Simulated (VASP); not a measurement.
Set up this calculation in VASP 6.6.1, as the native input.

```yaml
Task: single point
Functional: PBE
Potentials_or_basis: VASP PAW PBE potentials, release 64 (C, Ga_d)
Cutoff: 520 eV
k_mesh: 2 × 2 × 1
Occupations: gaussian, width 0.05 eV
Spin: collinear spin, zero start
Starting_moments: "[0.0, 0.0, 0.0, 0.0, 0.0, 0.0, 0.0, 0.0, 0.0, 0.0, 0.0, 0.0, 0.0, 0.0, 0.0, 0.0, 0.0, 0.0, 0.0] μB"
Dipole_correction: no
Further_INCAR_settings: LREAL = Auto; ALGO = Normal; EDIFF = 1e-06; NBANDS = 62
```

The structure of GaC18 lies in POSCAR:

```
GaC18
1.0
    7.3980000000      0.0000000000      0.0000000000
   -3.6990000000      6.4068560000      0.0000000000
    0.0000000000      0.0000000000     12.0000000000
C Ga
18 1
Direct
    0.0021145122     -0.0024846820      0.0811849167
    0.2238046748      0.1093392765      0.0806097500
    0.0022465299      0.3307971960      0.0816527500
    0.2240625565      0.4411413336      0.0819797500
    0.0009928965      0.6635281018      0.0809515833
    0.2231026181      0.7743590616      0.0808921667
    0.3349684742     -0.0016853820      0.0803415000
    0.5587137806      0.1098549741      0.0820920000
    0.3356378459      0.3309918313      0.0813543333
    0.5578590845      0.4420487990      0.0814643333
    0.3352898087      0.6630005419      0.0826169167
    0.5584283648      0.7748188815      0.0833041667
    0.6700084979     -0.0021422364      0.0832214167
    0.8917839640      0.1089645218      0.0822342500
    0.6694235825      0.3318471650      0.0816890000
    0.8910971940      0.4418783566      0.0815166667
    0.6692149025      0.6638850631      0.0821924167
    0.8910256422      0.7752843204      0.0811928333
    0.3991402090      0.8995913128      0.2645087500
```

These files were run (other wordings do the same):

INCAR

```
SYSTEM = GaC18
PREC = Accurate
ENCUT = 520
EDIFF = 1E-6
ISMEAR = 0
SIGMA = 0.05
LREAL = Auto
LASPH = .True.
NELM = 150
ALGO = Normal
ISIF = 2
LWAVE = .False.
LCHARG = .False.
ISPIN = 2
MAGMOM = 0 0 0 0 0 0 0 0 0 0 0 0 0 0 0 0 0 0 0
LORBIT = 11
GGA = PE
NBANDS = 62
```

KPOINTS

```
regular mesh
0
Gamma
  2 2 1
  0 0 0
```

Potentials or basis: VASP PAW PBE potentials, release 64 (C, Ga_d).

Run with:

```bash
$ cat potpaw_PBE.64/C/POTCAR potpaw_PBE.64/Ga_d/POTCAR > POTCAR
$ mpirun -np 1 vasp_std > vasp.out
```

It gave:

The largest force is 0.185 eV/Å and the net moment is 0.00 μB per cell. The valence electrons inside the program's atomic spheres are C 2.66, 2.65 (each value once); Ga 11.41.

Caveat: the k points lie up to 0.49 Å⁻¹ apart.

Wall time 11 min on 1 thread of Intel(R) Xeon(R) Platinum 8488C (Sapphire Rapids), with other jobs on the host, peak memory 0.88 GiB.
